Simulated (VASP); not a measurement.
# As (P6_3/mmc) in VASP: notebook

The runs below take As through single point, with RPBE.

All numbers are computed with VASP 6.6.1; they aren't measurements. Logs are shortened: lines on timing, memory, paths and dates and some standing lists are left out, and cuts for length are marked.

**1. The cell of the first run**

It takes space group P6_3/mmc (No. 194, hexagonal). The conventional cell has a = 3.014 Å, b = 3.014 Å, c = 4.593 Å, α = 90.00°, β = 90.00°, γ = 120.00°. As (site symmetry -6m2) has 12 As at 2.88 to 3.01 Å within 3.8 Å.

**2. Single point, RPBE (volume scaled by 0.92)**

Input file INCAR:

```
SYSTEM = As
  PREC = Accurate
  ENCUT = 520
  EDIFF = 1E-6
  ISMEAR = -1
  SIGMA = 0.1
  LREAL = .False.
  LASPH = .True.
  NELM = 60
  ALGO = Normal
  ISIF = 2
  LWAVE = .False.
  LCHARG = .False.
  GGA = RP
  NBANDS = 12
```

Input file KPOINTS:

```
Automatic mesh
0
Gamma
  13 13 8
  0 0 0
```

Input file POSCAR:

```
As
1.0
    3.0143825118      0.0000000000      0.0000000000
   -1.5071912559      2.6105318320      0.0000000000
    0.0000000000      0.0000000000      4.5928298971
As
2
Direct
    0.3333333333      0.6666666667      0.2500000000
    0.6666666667      0.3333333333      0.7500000000
```

Potentials or basis: VASP PAW PBE potentials, release 64 (As).

Run with:

```
> cat potpaw_PBE.64/As/POTCAR > POTCAR
> mpirun -np 1 vasp_std > vasp.out
```

OUTCAR:

```text
SYSTEM = As
   PREC = Accurate
   ENCUT = 520
   EDIFF = 1E-6
   ISMEAR = -1
   LREAL = .False.
   LASPH = .True.
   NELM = 60
   ISIF = 2
   GGA = RP

 ion  position               nearest neighbor table
   1  0.333  0.667  0.250-   2 2.88   2 2.88   2 2.88   2 2.88   2 2.88   2 2.88
   2  0.667  0.333  0.750-   1 2.88   1 2.88   1 2.88   1 2.88   1 2.88   1 2.88

  LATTYP: Found a hexagonal cell.
 ALAT       =     3.0143825118
 C/A-ratio  =     1.5236387151

  Lattice vectors:

 A1 = (   3.0143825118,   0.0000000000,   0.0000000000)
 A2 = (  -1.5071912559,   2.6105318320,   0.0000000000)
 A3 = (   0.0000000000,   0.0000000000,   4.5928298971)

Analysis of symmetry for initial positions (statically):
=====================================================================
 Subroutine PRICEL returns:
 Original cell was already a primitive cell.

 Routine SETGRP: Setting up the symmetry group for a
 hexagonal supercell.

 Subroutine GETGRP returns: Found 24 space group operations
 (whereof 12 operations were pure point group operations)
 out of a pool of 24 trial point group operations.

The static configuration has the point symmetry D_3d.
 The point group associated with its full space group is D_6h.

Analysis of symmetry for dynamics (positions and initial velocities):
=====================================================================
 Subroutine PRICEL returns:
 Original cell was already a primitive cell.

 Routine SETGRP: Setting up the symmetry group for a
 hexagonal supercell.

 Subroutine GETGRP returns: Found 24 space group operations
 (whereof 12 operations were pure point group operations)
 out of a pool of 24 trial point group operations.

The dynamic configuration has the point symmetry D_3d.
 The point group associated with its full space group is D_6h.

 Subroutine INISYM returns: Found 24 space group operations
 (whereof 12 operations are pure point group operations),
 and found     1 'primitive' translations

----------------------------------------------------------------------------------------

                                     Primitive cell

  volume of cell :      36.1416

  direct lattice vectors                    reciprocal lattice vectors
     3.014382512  0.000000000  0.000000000     0.331742901  0.191531853  0.000000000
    -1.507191256  2.610531832  0.000000000     0.000000000  0.383063707  0.000000000
     0.000000000  0.000000000  4.592829897     0.000000000  0.000000000  0.217730685

  length of vectors
     3.014382512  3.014382512  4.592829897     0.383063707  0.383063707  0.217730685

  position of ions in fractional coordinates (direct lattice)
     0.333333333  0.666666667  0.250000000
     0.666666667  0.333333333  0.750000000

  ion indices of the primitive-cell ions
   primitive index   ion index
                 1           1
                 2           2

----------------------------------------------------------------------------------------

 KPOINTS: Automatic mesh

Automatic generation of k-mesh.
 Grid dimensions read from file:
 generate k-points for:   13   13    8

 Generating k-lattice:

  Cartesian coordinates                     Fractional coordinates (reciprocal lattice)
     0.025518685  0.014733219  0.000000000     0.076923077  0.000000000  0.000000000
     0.000000000  0.029466439  0.000000000     0.000000000  0.076923077  0.000000000
     0.000000000  0.000000000  0.027216336     0.000000000  0.000000000  0.125000000

  Length of vectors
     0.029466439  0.029466439  0.027216336

  Shift w.r.t. Gamma in fractional coordinates (k-lattice)
     0.000000000  0.000000000  0.000000000

 Subroutine IBZKPT returns following result:
 ===========================================

 Found    105 irreducible k-points:

 Following reciprocal coordinates:
            Coordinates               Weight
  0.000000  0.000000  0.000000      1.000000
  0.076923  0.000000  0.000000      6.000000
  0.153846  0.000000  0.000000      6.000000
  0.230769  0.000000  0.000000      6.000000
  0.307692  0.000000  0.000000      6.000000
  0.384615 -0.000000  0.000000      6.000000
[... 16 lines left out ...]
  0.076923  0.000000  0.125000     12.000000
  0.153846  0.000000  0.125000     12.000000
 [... further k-points ...]
   k-points           NKPTS =    105   k-points in BZ     NKDIM =    105   number of bands    NBANDS=     12
   number of dos      NEDOS =    301   number of ions     NIONS =      2
   total plane-waves  NPLWV =  20736
   dimension x,y,z NGX =    24 NGY =   24 NGZ =   36
   dimension x,y,z NGXF=    48 NGYF=   48 NGZF=   72
   ions per type =               2
   NGX,Y,Z   is equivalent  to a cutoff of  13.24, 13.24, 13.03 a.u.
   NGXF,Y,Z  is equivalent  to a cutoff of  26.47, 26.47, 26.06 a.u.
 SYSTEM =  As
   PREC   = accura    normal or accurate (medium, high low for compatibility)
   ISTART =      0    job   : 0-new  1-cont  2-samecut
   ICHARG =      2    charge: 1-file 2-atom 10-const
   ISPIN  =      1    spin polarized calculation?
   LNONCOLLINEAR =      F non collinear calculations
   LSORBIT =      F    spin-orbit coupling
   LASPH  =      T    aspherical Exc in radial PAW
   ENCUT  =  520.0 eV  38.22 Ry    6.18 a.u.   5.60  5.60  8.54*2*pi/ulx,y,z
   NELM   =     60;   NELMIN=  2; NELMDL= -5     # of ELM steps
   EDIFF  = 0.1E-05   stopping-criterion for ELM
   LREAL  =      F    real-space projection
   EDIFFG = 0.1E-04   stopping-criterion for IOM
   NSW    =      0    number of steps for IOM
   IBRION =     -1    ionic relax: 0-MD 1-quasi-New 2-CG
   NFREE  =      0    steps in history (QN), initial steepest desc. (CG)
   ISIF   =      2    stress and relaxation
   ISYM   =      2    0-nonsym 1-usesym 2-fastsym
   POTIM  = 0.5000    time-step for ionic-motion
   TEBEG  =    0.0;   TEEND  =   0.0 temperature during run
   PSTRESS=    0.0 pullay stress
   NELECT =      10.0000    total number of electrons
   NUPDOWN=      -1.0000    fix difference up-down
   EMIN   =  10.00;   EMAX   =-10.00  energy-range for DOS
   EFERMI =   0.00;   METHOD = LEGACY
   ISMEAR =    -1;   SIGMA  =   0.10  broadening in eV -4-tet -1-fermi 0-gaus
   EFERMI_NEDOS =   21; number of points for ismear=-14 and -15
   IALGO  =     38    algorithm
   IMIX   =      4    mixing-type and parameters
     AMIX     =   0.40;   BMIX     =  1.00
     AMIX_MAG =   1.60;   BMIX_MAG =  1.00
  volume/ion in A,a.u.               =      18.07       121.95
  Fermi-wavevector in a.u.,A,eV,Ry     =   1.066774  2.015910 15.483510  1.138006
  Thomas-Fermi vector in A             =   2.202369
   LORBIT       =      0    0 simple, 1 ext, 2 COOP (PROOUT), +10 PAW based schemes
   GGA     = RP    functional components
   LHFCALC =     F    Hartree Fock is set to
   AEXX    =    0.0000 exact exchange contribution
   IVDW    =     0    specifies the selected vdW correction
   LEPSILON=     F    determine dielectric tensor
   LRPA    =     F    only Hartree local field effects (RPA)
 non-spin polarized calculation
  energy-cutoff  :      520.00
  volume of cell :       36.14
 maximum number of plane-waves:      1002
 NGX is ok and might be reduce to    24
   NGX = 11   NGY = 11   NGZ = 17

 number of electron      10.0000002 magnetization

 Free energy of the ion-electron system (eV)
  ---------------------------------------------------
  ext. energy  EPLUGINS =         0.00000000
  ---------------------------------------------------
  free energy    TOTEN  =        -7.49161784 eV

  energy without entropy =       -7.45487806  energy(sigma->0) =       -7.47324795

 E-fermi :   7.2110     XC(G=0): -10.9790

 val. band max:        7.2037620278   @ k =   0.4615   0.0000   0.0000
 cond. band min:       7.2279361559   @ k =   0.1538   0.1538   0.3750
 fundamental gap:      0.0241741281
 Fermi energy:         7.2110378361

 k-point     1 :       0.0000    0.0000    0.0000
  band No.  band energies     occupation
      1      -8.3890      2.00000
      2      -2.7863      2.00000
      3       0.2788      2.00000
      4      10.6281      0.00000
      5      10.6281      0.00000
      6      12.7452      0.00000
      7      12.7452      0.00000
      8      14.4856      0.00000
      9      15.8355      0.00000
     10      18.7201      0.00000
     11      19.2896      0.00000
     12      19.2896      0.00000

 k-point     2 :       0.0769    0.0000    0.0000
  band No.  band energies     occupation
      1      -8.2662      2.00000
      2      -2.6839      2.00000
      3       0.4044      2.00000
      4       9.4668      0.00000
      5      10.2022      0.00000
      6      12.2120      0.00000
      7      12.9029      0.00000
      8      14.2035      0.00000
      9      16.5267      0.00000
     10      17.9447      0.00000
     11      19.3977      0.00000
     12      20.3670      0.00000

 k-point     3 :       0.1538    0.0000    0.0000
  band No.  band energies     occupation
      1      -7.8992      2.00000
      2      -2.3870      2.00000
      3       0.7791      2.00000
      4       7.3017      0.57548
      5       9.3772      0.00000
      6      10.8720      0.00000
      7      12.9304      0.00000
      8      13.3266      0.00000
      9      15.6775      0.00000
     10      18.9432      0.00000
     11      19.5508      0.00000
     12      20.1070      0.00000
[... 286 lines left out ...]
 k-point    23 :       0.0769    0.0000    0.1250
  band No.  band energies     occupation
      1      -8.1588      2.00000
      2      -3.3578      2.00000
      3       1.2770      2.00000
      4       9.5582      0.00000
      5      10.2878      0.00000
      6      12.0696      0.00000
      7      12.7897      0.00000
      8      13.5703      0.00000
      9      16.5736      0.00000
     10      17.9352      0.00000
     11      19.0517      0.00000
     12      19.8201      0.00000

 k-point    24 :       0.1538    0.0000    0.1250
  band No.  band energies     occupation
      1      -7.7922      2.00000
      2      -3.0374      2.00000
      3       1.6157      2.00000
      4       7.4132      0.23382
      5       9.4718      0.00000
      6      10.5908      0.00000
      7      12.7200      0.00000
      8      12.9869      0.00000
      9      15.7738      0.00000
     10      18.8683      0.00000
     11      19.2543      0.00000
     12      19.6572      0.00000

 [... further k-points ...]

------------------------ aborting loop because EDIFF is reached ----------------------------------------

  FORCE on cell =-STRESS in cart. coord.  units (eV):
  Direction    XX          YY          ZZ          XY          YZ          ZX
  --------------------------------------------------------------------------------------
  -------------------------------------------------------------------------------------
  Total        1.7054698      1.7054698      1.7890752      0.0000000      0.0000000      0.0000000
  in kB       75.6043688     75.6043688     79.3106420      0.0000000      0.0000000      0.0000000
  external PRESSURE =      76.8397932 kB  Pullay stress =       0.0000000 kB

 VOLUME and BASIS-vectors are now :
 -----------------------------------------------------------------------------
  energy-cutoff  :      520.00
  volume of cell :       36.14
      direct lattice vectors                 reciprocal lattice vectors
     3.014382512  0.000000000  0.000000000     0.331742901  0.191531853  0.000000000
    -1.507191256  2.610531832  0.000000000     0.000000000  0.383063707  0.000000000
     0.000000000  0.000000000  4.592829897     0.000000000  0.000000000  0.217730685

 POSITION                                       TOTAL-FORCE (eV/Angst)
 -----------------------------------------------------------------------------------
     -0.00000      1.74035      1.14821         0.000000     -0.000000      0.000000
      1.50719      0.87018      3.44462        -0.000000      0.000000      0.000000
 -----------------------------------------------------------------------------------
    total drift:                               -0.000000      0.000000      0.000000

  FREE ENERGIE OF THE ION-ELECTRON SYSTEM (eV)
  ---------------------------------------------------
  free  energy   TOTEN  =        -7.4916178363 eV

  energy  without entropy=       -7.4548780616  energy(sigma->0) =       -7.47324795
```

Run time: 18 s. Hardware: 1 thread of Intel Xeon Platinum 8488C (Sapphire Rapids), shared host; peak memory 0.17 GiB.

What came out:

```
Free energy            : -7.4916 eV
Pressure               : 7.7 GPa
Band gap on the k mesh : zero (band 5 reaches 11.71 eV, above the bottom of band 6 at 3.52 eV)
```

Caveat: the PAW data sets were made with another functional, which shifts forces and pressure a little.

**3. Single point, RPBE (volume scaled by 0.96)**

Input file INCAR:

```
ALGO = Normal
EDIFF = 1E-7
ENCUT = 520
GGA = RP
ISIF = 2
ISMEAR = -1
LASPH = T
LCHARG = T
LELF = T
LREAL = F
LVHAR = T
LWAVE = F
NBANDS = 12
NELM = 80
PREC = Accurate
SIGMA = 0.1
```

Input file KPOINTS:

```
k-points
0
Gamma
  13 13 8
```

Input file POSCAR:

```
As
1.0
    3.0574509379      0.0000000000      0.0000000000
   -1.5287254689      2.6478301831      0.0000000000
    0.0000000000      0.0000000000      4.6584506185
As
2
Direct
    0.3333333333      0.6666666667      0.2500000000
    0.6666666667      0.3333333333      0.7500000000
```

Potentials or basis: VASP PAW PBE potentials, release 64 (As).

Run with:

```
> cat potpaw_PBE.64/As/POTCAR > POTCAR
> mpirun -np 1 vasp_std > vasp.out
```

Run time: 25 s. Hardware: 1 thread of Intel Xeon Platinum 8488C (Sapphire Rapids), shared host; peak memory 0.18 GiB.

Results (log left out):

```
Free energy            : -7.5461 eV
Pressure               : 3.6 GPa
Band gap on the k mesh : zero (band 5 reaches 10.97 eV, above the bottom of band 6 at 3.23 eV)
```

Stress tensor (GPa, compression positive):
```
3.31 0.00 0.00
0.00 3.31 0.00
0.00 0.00 4.07
```

Levels at points of the mesh, in eV from the Fermi level:
```csv
k point,band 1,band 2,band 3,band 4,band 5,band 6,band 7,band 8,band 9,band 10
"(0.00, 0.00, 0.00)",-15.20,-9.92,-6.62,3.23,3.23,5.25,5.25,6.86,8.40,11.34
"(0.00, 0.00, 0.50)",-13.56,-13.56,0.00,0.00,4.26,4.26,4.26,4.26,9.98,9.98
```

Caveat: the PAW data sets were made with another functional, which shifts forces and pressure a little.
